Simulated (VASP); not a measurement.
# Ge in VASP: notebook

The runs below take Ge through single point, with PBE.

All numbers are computed with VASP 6.6.1; they aren't measurements. Logs are shortened: lines on timing, memory, paths and dates and some standing lists are left out, and cuts for length are marked.

### 1 The cell of the first run

It takes space group I4/mmm (No. 139, tetragonal). The conventional cell has a = 3.280 Å, b = 3.280 Å, c = 3.820 Å, α = 90.00°, β = 90.00°, γ = 90.00°. Ge (site symmetry 4/mmm) has 14 Ge at 3.00 to 3.82 Å within 4.0 Å.

### 2 Single point, PBE

File INCAR:

```
SYSTEM = Ge
ALGO     = Normal         ! electronic algorithm
EDIFF    = 1E-6           ! SCF threshold, eV
ENCUT    = 520            ! plane-wave cutoff, eV
GGA      = PE             ! functional
ISIF     = 2              ! what is computed and relaxed
ISMEAR   = -1             ! smearing method
LASPH    = .TRUE.         ! aspherical terms in the spheres
LCHARG   = .FALSE.        ! write CHGCAR
LREAL    = .FALSE.        ! projectors in reciprocal space
LWAVE    = .FALSE.        ! write WAVECAR
NBANDS   = 13             ! bands
NELM     = 100            ! most SCF steps
PREC     = Accurate       ! precision mode
SIGMA    = 0.05           ! smearing width, eV
```

File KPOINTS:

```
k-points
0
G
  12 12 12
  0 0 0
```

File POSCAR:

```
Ge
1.0
   -1.6399656558      1.6399656558      1.9099183467
    1.6399656558     -1.6399656558      1.9099183467
    1.6399656558      1.6399656558     -1.9099183467
Ge
1
Direct
    0.5000000000      0.5000000000      0.0000000000
```

Potentials or basis: VASP PAW PBE potentials, release 64 (Ge_d).

Run with:

```sh
> cat potpaw_PBE.64/Ge_d/POTCAR > POTCAR
> mpirun -np 1 vasp_std > vasp.out
```

OUTCAR:

```text
SYSTEM = Ge
   EDIFF = 1E-6
   ENCUT = 520
   GGA = PE
   ISIF = 2
   ISMEAR = -1
   LASPH = .TRUE.
   LREAL = .FALSE.
   NELM = 100
   PREC = Accurate

 ion  position               nearest neighbor table
   1  0.500  0.500  0.000-

  LATTYP: Found a body centered tetragonal cell.
 ALAT       =     3.2799313116
 C/A-ratio  =     1.1646087465

  Lattice vectors:

 A1 = (  -1.6399656558,   1.6399656558,   1.9099183467)
 A2 = (   1.6399656558,  -1.6399656558,   1.9099183467)
 A3 = (   1.6399656558,   1.6399656558,  -1.9099183467)

Analysis of symmetry for initial positions (statically):
=====================================================================
 Subroutine PRICEL returns:
 Original cell was already a primitive cell.

 Routine SETGRP: Setting up the symmetry group for a
 body centered tetragonal supercell.

 Subroutine GETGRP returns: Found 16 space group operations
 (whereof 16 operations were pure point group operations)
 out of a pool of 16 trial point group operations.

The static configuration has the point symmetry D_4h.

Analysis of symmetry for dynamics (positions and initial velocities):
=====================================================================
 Subroutine PRICEL returns:
 Original cell was already a primitive cell.

 Routine SETGRP: Setting up the symmetry group for a
 body centered tetragonal supercell.

 Subroutine GETGRP returns: Found 16 space group operations
 (whereof 16 operations were pure point group operations)
 out of a pool of 16 trial point group operations.

The dynamic configuration has the point symmetry D_4h.

 Subroutine INISYM returns: Found 16 space group operations
 (whereof 16 operations are pure point group operations),
 and found     1 'primitive' translations

----------------------------------------------------------------------------------------

                                     Primitive cell

  volume of cell :      20.5468

  direct lattice vectors                    reciprocal lattice vectors
    -1.639965656  1.639965656  1.909918347     0.000000000  0.304884434  0.261791296
     1.639965656 -1.639965656  1.909918347     0.304884434  0.000000000  0.261791296
     1.639965656  1.639965656 -1.909918347     0.304884434  0.304884434  0.000000000

  length of vectors
     3.004457155  3.004457155  3.004457155     0.401857189  0.401857189  0.431171701

  position of ions in fractional coordinates (direct lattice)
     0.500000000  0.500000000  0.000000000

  ion indices of the primitive-cell ions
   primitive index   ion index
                 1           1

----------------------------------------------------------------------------------------

 KPOINTS: k-points

Automatic generation of k-mesh.
 Grid dimensions read from file:
 generate k-points for:   12   12   12

 Generating k-lattice:

  Cartesian coordinates                     Fractional coordinates (reciprocal lattice)
     0.000000000  0.025407036  0.021815941     0.083333333  0.000000000  0.000000000
     0.025407036  0.000000000  0.021815941     0.000000000  0.083333333  0.000000000
     0.025407036  0.025407036  0.000000000     0.000000000  0.000000000  0.083333333

  Length of vectors
     0.033488099  0.033488099  0.035930975

  Shift w.r.t. Gamma in fractional coordinates (k-lattice)
     0.000000000  0.000000000  0.000000000

 Subroutine IBZKPT returns following result:
 ===========================================

 Found    163 irreducible k-points:

 Following reciprocal coordinates:
            Coordinates               Weight
  0.000000  0.000000  0.000000      1.000000
  0.083333  0.000000 -0.000000      8.000000
  0.166667  0.000000  0.000000      8.000000
  0.250000  0.000000  0.000000      8.000000
  0.333333  0.000000 -0.000000      8.000000
  0.416667  0.000000 -0.000000      8.000000
[... 16 lines left out ...]
  0.500000  0.166667 -0.000000     16.000000
 -0.416667  0.166667  0.000000     16.000000
 [... further k-points ...]
   k-points           NKPTS =    163   k-points in BZ     NKDIM =    163   number of bands    NBANDS=     13
   number of dos      NEDOS =    301   number of ions     NIONS =      1
   total plane-waves  NPLWV =  13824
   dimension x,y,z NGX =    24 NGY =   24 NGZ =   24
   dimension x,y,z NGXF=    48 NGYF=   48 NGZF=   48
   ions per type =               1
   NGX,Y,Z   is equivalent  to a cutoff of  13.28, 13.28, 13.28 a.u.
   NGXF,Y,Z  is equivalent  to a cutoff of  26.56, 26.56, 26.56 a.u.
 SYSTEM =  Ge
   PREC   = accura    normal or accurate (medium, high low for compatibility)
   ISTART =      0    job   : 0-new  1-cont  2-samecut
   ICHARG =      2    charge: 1-file 2-atom 10-const
   ISPIN  =      1    spin polarized calculation?
   LNONCOLLINEAR =      F non collinear calculations
   LSORBIT =      F    spin-orbit coupling
   LASPH  =      T    aspherical Exc in radial PAW
   ENCUT  =  520.0 eV  38.22 Ry    6.18 a.u.   5.59  5.59  5.59*2*pi/ulx,y,z
   NELM   =    100;   NELMIN=  2; NELMDL= -5     # of ELM steps
   EDIFF  = 0.1E-05   stopping-criterion for ELM
   LREAL  =      F    real-space projection
[... 7 lines left out ...]
   TEBEG  =    0.0;   TEEND  =   0.0 temperature during run
   PSTRESS=    0.0 pullay stress
   NELECT =      14.0000    total number of electrons
   NUPDOWN=      -1.0000    fix difference up-down
   EMIN   =  10.00;   EMAX   =-10.00  energy-range for DOS
   EFERMI =   0.00;   METHOD = LEGACY
   ISMEAR =    -1;   SIGMA  =   0.05  broadening in eV -4-tet -1-fermi 0-gaus
   EFERMI_NEDOS =   21; number of points for ismear=-14 and -15
   IALGO  =     38    algorithm
   IMIX   =      4    mixing-type and parameters
     AMIX     =   0.40;   BMIX     =  1.00
     AMIX_MAG =   1.60;   BMIX_MAG =  1.00
  volume/ion in A,a.u.               =      20.55       138.66
  Fermi-wavevector in a.u.,A,eV,Ry     =   1.440576  2.722293 28.235603  2.075258
  Thomas-Fermi vector in A             =   2.559304
   LORBIT       =      0    0 simple, 1 ext, 2 COOP (PROOUT), +10 PAW based schemes
   GGA     = PE    functional components
[... 5 lines left out ...]
 non-spin polarized calculation
  energy-cutoff  :      520.00
  volume of cell :       20.55
 maximum number of plane-waves:       571
 NGX is ok and might be reduce to    24
   NGX = 11   NGY = 11   NGZ = 11

 number of electron      14.0000007 magnetization

 Free energy of the ion-electron system (eV)
  ---------------------------------------------------
  ext. energy  EPLUGINS =         0.00000000
  ---------------------------------------------------
  free energy    TOTEN  =        -4.17792107 eV

  energy without entropy =       -4.17497008  energy(sigma->0) =       -4.17644558

 E-fermi :   5.9689     XC(G=0): -10.8756

 val. band max:        5.9492793612   @ k =   0.4167   0.3333   0.0833
 cond. band min:       5.9868107900   @ k =   0.1667   0.1667   0.0833
 fundamental gap:      0.0375314288
 Fermi energy:         5.9688844791

 k-point     1 :       0.0000    0.0000    0.0000
  band No.  band energies     occupation
      1     -18.8091      2.00000
      2     -18.8091      2.00000
      3     -18.7945      2.00000
      4     -18.7658      2.00000
      5     -18.7342      2.00000
      6      -6.5731      2.00000
      7      13.9749      0.00000
      8      14.2423      0.00000
      9      14.2423      0.00000
     10      19.4451      0.00000
     11      19.4451      0.00000
     12      20.8092      0.00000
     13      21.1695      0.00000

 k-point     2 :       0.0833    0.0000   -0.0000
  band No.  band energies     occupation
      1     -18.8068      2.00000
      2     -18.8067      2.00000
      3     -18.7920      2.00000
      4     -18.7660      2.00000
      5     -18.7354      2.00000
      6      -6.4088      2.00000
      7      12.7165      0.00000
      8      13.8092      0.00000
      9      14.0040      0.00000
     10      18.8638      0.00000
     11      19.6707      0.00000
     12      20.4720      0.00000
     13      21.8301      0.00000

 k-point     3 :       0.1667    0.0000    0.0000
  band No.  band energies     occupation
      1     -18.8069      2.00000
      2     -18.8014      2.00000
      3     -18.7785      2.00000
      4     -18.7664      2.00000
      5     -18.7383      2.00000
      6      -5.9166      2.00000
      7       9.9971      0.00000
      8      12.9183      0.00000
      9      13.7447      0.00000
     10      17.9116      0.00000
     11      18.9815      0.00000
     12      20.6975      0.00000
     13      21.5558      0.00000

 k-point     4 :       0.2500    0.0000    0.0000
  band No.  band energies     occupation
      1     -18.8110      2.00000
      2     -18.7969      2.00000
      3     -18.7659      2.00000
      4     -18.7563      2.00000
      5     -18.7408      2.00000
      6      -5.1015      2.00000
      7       7.1353      0.00000
      8      12.0304      0.00000
      9      13.4262      0.00000
     10      17.1039      0.00000
     11      17.9243      0.00000
     12      20.2443      0.00000
     13      22.6114      0.00000

 k-point     5 :       0.3333    0.0000   -0.0000
  band No.  band energies     occupation
      1     -18.8157      2.00000
      2     -18.7964      2.00000
      3     -18.7646      2.00000
      4     -18.7404      2.00000
      5     -18.7332      2.00000
      6      -3.9822      2.00000
      7       4.4699      2.00000
      8      11.3307      0.00000
      9      13.1379      0.00000
     10      16.4379      0.00000
     11      17.1029      0.00000
     12      20.2810      0.00000
     13      23.9098      0.00000
[... 257 lines left out ...]
 k-point    22 :       0.4167    0.1667    0.0000
  band No.  band energies     occupation
      1     -18.8143      2.00000
      2     -18.7880      2.00000
      3     -18.7594      2.00000
      4     -18.7423      2.00000
      5     -18.7204      2.00000
      6      -1.2880      2.00000
      7       1.5365      2.00000
      8       7.4888      0.00000
      9      11.3576      0.00000
     10      17.1454      0.00000
     11      18.7434      0.00000
     12      21.9357      0.00000
     13      24.9243      0.00000

 k-point    23 :       0.5000    0.1667   -0.0000
  band No.  band energies     occupation
      1     -18.8152      2.00000
      2     -18.7881      2.00000
      3     -18.7597      2.00000
      4     -18.7440      2.00000
      5     -18.7206      2.00000
      6      -1.9413      2.00000
      7       2.3884      2.00000
      8       7.8664      0.00000
      9      11.1676      0.00000
     10      16.6424      0.00000
     11      18.5892      0.00000
     12      21.8534      0.00000
     13      25.7080      0.00000

 k-point    24 :      -0.4167    0.1667    0.0000
  band No.  band energies     occupation
      1     -18.8148      2.00000
      2     -18.7914      2.00000
      3     -18.7600      2.00000
      4     -18.7463      2.00000
      5     -18.7267      2.00000
      6      -3.2647      2.00000
      7       4.4901      2.00000
      8       8.5960      0.00000
      9      11.2111      0.00000
     10      16.1709      0.00000
     11      18.8599      0.00000
     12      21.8157      0.00000
     13      23.3987      0.00000

 [... further k-points ...]
[... 5 lines left out ...]
  --------------------------------------------------------------------------------------
  -------------------------------------------------------------------------------------
  Total       -0.3915240     -0.3915240     -0.2736943      0.0000000     -0.0000000      0.0000000
  in kB      -30.5298475    -30.5298475    -21.3418509      0.0000000     -0.0000000      0.0000000
  external PRESSURE =     -27.4671820 kB  Pullay stress =       0.0000000 kB

 VOLUME and BASIS-vectors are now :
 -----------------------------------------------------------------------------
  energy-cutoff  :      520.00
  volume of cell :       20.55
      direct lattice vectors                 reciprocal lattice vectors
    -1.639965656  1.639965656  1.909918347     0.000000000  0.304884434  0.261791296
     1.639965656 -1.639965656  1.909918347     0.304884434  0.000000000  0.261791296
     1.639965656  1.639965656 -1.909918347     0.304884434  0.304884434  0.000000000

 POSITION                                       TOTAL-FORCE (eV/Angst)
 -----------------------------------------------------------------------------------
      0.00000      0.00000      1.90992         0.000000      0.000000      0.000000
 -----------------------------------------------------------------------------------
    total drift:                               -0.000000      0.000000      0.000000

  FREE ENERGIE OF THE ION-ELECTRON SYSTEM (eV)
  ---------------------------------------------------
  free  energy   TOTEN  =        -4.1779210683 eV

  energy  without entropy=       -4.1749700828  energy(sigma->0) =       -4.17644558
```

Wall time 10 s (1 thread of Intel Xeon 6975P-C (Granite Rapids), shared host); peak memory 0.16 GiB.

What came out:

```
Free energy            : -4.1779 eV
Pressure               : -2.7 GPa
Band gap on the k mesh : zero (band 7 reaches 13.97 eV, above the bottom of band 8 at 3.41 eV)
```

Levels at points of the mesh, in eV from the Fermi level:
```tsv
k point	band 4	band 5	band 6	band 7	band 8	band 9	band 10	band 11
(0.00, 0.00, 0.00)	-24.73	-24.70	-12.54	8.01	8.27	8.27	13.48	13.48
(0.50, 0.00, 0.00)	-24.71	-24.68	-7.69	-5.03	4.77	6.91	9.87	10.46
(0.50, 0.50, 0.00)	-24.70	-24.67	-6.70	-4.53	2.96	4.40	7.43	7.75
(0.50, 0.50, 0.50)	-24.68	-24.68	-3.87	-2.29	0.71	0.71	4.45	5.25
```

### 3 Single point, PBE (the cell strained at random)

File INCAR:

```
SYSTEM = Ge
ALGO = Normal
EDIFF = 1E-6
ENCUT = 520
GGA = PE
ISIF = 2
ISMEAR = -1
LASPH = .TRUE.
LCHARG = .TRUE.
LELF = .TRUE.
LREAL = .FALSE.
LVHAR = .TRUE.
LWAVE = .FALSE.
NBANDS = 13
NELM = 100
PREC = Accurate
SIGMA = 0.05
```

KPOINTS is that of step 2.

File POSCAR:

```
Ge
1.0
   -1.6485520000      1.5857580000      1.8623610000
    1.6652880000     -1.5791340000      1.8710430000
    1.6325400000      1.5631220000     -1.8566730000
Ge
1
Direct
    0.4693330000      0.4855120000     -0.0142110000
```

Potentials or basis: VASP PAW PBE potentials, release 64 (Ge_d).

Run with:

```sh
> cat potpaw_PBE.64/Ge_d/POTCAR > POTCAR
> mpirun -np 1 vasp_std > vasp.out
```

OUTCAR:

```text
SYSTEM = Ge
   EDIFF = 1E-6
   ENCUT = 520
   GGA = PE
   ISIF = 2
   ISMEAR = -1
   LASPH = .TRUE.
   LREAL = .FALSE.
   NELM = 100
   PREC = Accurate

 ion  position               nearest neighbor table
   1  0.469  0.486  0.986-

  LATTYP: Found a triclinic cell.
 ALAT       =     2.9250251054
 B/A-ratio  =     2.5947883786
 C/A-ratio  =     1.0087604365
 COS(alpha) =     0.0025900935
 COS(beta)  =     0.1925374674
 COS(gamma) =     0.9361055065

[... 559 lines left out ...]
      3     -18.1678      2.00000
      4     -18.1508      2.00000
      5     -18.1296      2.00000
      6      -1.9050      2.00000
      7       3.6235      2.00000
      8       7.7094      0.00000
      9      12.6678      0.00000
     10      18.1443      0.00000
     11      20.5260      0.00000
     12      23.0452      0.00000
     13      25.1498      0.00000

 [... further k-points ...]
[... 5 lines left out ...]
  --------------------------------------------------------------------------------------
  -------------------------------------------------------------------------------------
  Total        0.0547797      0.0280977      0.0459491     -0.0177202      0.0060675     -0.0070605
  in kB        4.5278496      2.3224336      3.7979529     -1.4646766      0.5015111     -0.5835929
  external PRESSURE =       3.5494120 kB  Pullay stress =       0.0000000 kB

 VOLUME and BASIS-vectors are now :
 -----------------------------------------------------------------------------
  energy-cutoff  :      520.00
  volume of cell :       19.38
      direct lattice vectors                 reciprocal lattice vectors
    -1.648552000  1.585758000  1.862361000     0.000374900  0.317092322  0.267287790
     1.665288000 -1.579134000  1.871043000     0.302073771  0.001054653  0.266496074
     1.632540000  1.563122000 -1.856673000     0.304787765  0.319126564 -0.001932505

 POSITION                                       TOTAL-FORCE (eV/Angst)
 -----------------------------------------------------------------------------------
      1.64414      1.51847     -0.04781         0.000000      0.000000      0.000000
 -----------------------------------------------------------------------------------
    total drift:                                0.000076      0.000025      0.000025

  FREE ENERGIE OF THE ION-ELECTRON SYSTEM (eV)
  ---------------------------------------------------
  free  energy   TOTEN  =        -4.1852420847 eV

  energy  without entropy=       -4.1809607591  energy(sigma->0) =       -4.18310142
```

stdout:

```text
POSCAR found type information on POSCAR Ge
 POSCAR found :  1 types and       1 ions
 scaLAPACK will be used
 LDA part: xc-table for (Slater+PW92), standard interpolation
 POSCAR, INCAR and KPOINTS ok, starting setup
 FFT: planning ... GRIDC
 FFT: planning ... GRID_SOFT
 FFT: planning ... GRID
 WAVECAR not read
 entering main loop
```

Run time: 61 s. Hardware: 1 thread of Intel Xeon 6975P-C (Granite Rapids), shared host; peak memory 0.3 GiB.

Results:

* Free energy: -4.1852 eV
* Pressure: 0.4 GPa
* Band gap on the k mesh: zero (band 7 reaches 14.94 eV, above the bottom of band 8 at 3.79 eV)

Levels at points of the mesh, in eV from the Fermi level:
```tsv
k point	band 5	band 6	band 7	band 8	band 9	band 10
(0.00, 0.00, 0.00)	-24.68	-12.98	8.40	8.65	9.22	13.29
(0.50, 0.00, 0.00)	-24.65	-7.56	-5.26	4.73	6.90	9.76
(0.00, 0.50, 0.00)	-24.65	-8.03	-5.42	5.51	7.82	10.74
(0.50, 0.50, 0.00)	-24.64	-6.79	-4.85	3.26	4.76	7.79
(0.00, 0.00, 0.50)	-24.63	-6.61	-4.78	3.09	4.65	7.69
(0.50, 0.00, 0.50)	-24.64	-7.87	-5.39	5.38	7.71	10.63
(0.00, 0.50, 0.50)	-24.65	-7.49	-5.25	4.69	6.85	9.82
(0.50, 0.50, 0.50)	-24.64	-3.55	-2.37	0.14	1.30	4.27
```

Caveat: the cell differs from its parent crystal (the cell strained at random).

### 4 Single point, PBE

This run uses another cell than the first one, of 19.38 Å³/atom, 0.943 times its volume.

File INCAR:

```
SYSTEM = Ge
ALGO = Normal
EDIFF = 1E-6
ENCUT = 520
GGA = PE
ISIF = 2
ISMEAR = 0
LASPH = .True.
LCHARG = .False.
LREAL = .False.
LWAVE = .False.
NBANDS = 13
NELM = 100
PREC = Accurate
SIGMA = 0.024
```

File KPOINTS:

```
k-points
0
Gamma
  12 12 12
  0 0 0
```

File POSCAR:

```
Ge
1.0
   -1.6084200000      1.6084200000      1.8731800000
    1.6084200000     -1.6084200000      1.8731800000
    1.6084200000      1.6084200000     -1.8731800000
Ge
1
Direct
    0.5000000000      0.5000000000      0.0000000000
```

Run with:

```sh
> cat potpaw_PBE.64/Ge_d/POTCAR > POTCAR
> mpirun -np 1 vasp_std > vasp.out
```

It took 8.6 s on 1 thread of Intel Xeon 6975P-C (Granite Rapids), shared host; peak memory 0.16 GiB.

The run converged. Its results:

```
Free energy            : -4.1835 eV
Pressure               : 0.7 GPa
Band gap on the k mesh : zero (band 7 reaches 15.11 eV, above the bottom of band 8 at 3.80 eV)
```

Stress tensor (GPa, compression positive):
```
0.42 0.00 0.00
0.00 0.42 0.00
0.00 0.00 1.38
```

Levels at points of the mesh, in eV from the Fermi level:
| k point | band 5 | band 6 | band 7 | band 8 | band 9 | band 10 |
| --- | --- | --- | --- | --- | --- | --- |
| (0.00, 0.00, 0.00) | -24.73 | -13.04 | 8.51 | 8.81 | 8.81 | 13.83 |
| (0.50, 0.00, 0.00) | -24.70 | -7.81 | -5.40 | 5.04 | 7.27 | 10.25 |
| (0.50, 0.50, 0.00) | -24.69 | -6.74 | -4.86 | 3.08 | 4.57 | 7.68 |
| (0.50, 0.50, 0.50) | -24.70 | -3.62 | -2.49 | 0.69 | 0.69 | 4.42 |

(Continued in part 2 of 2.)
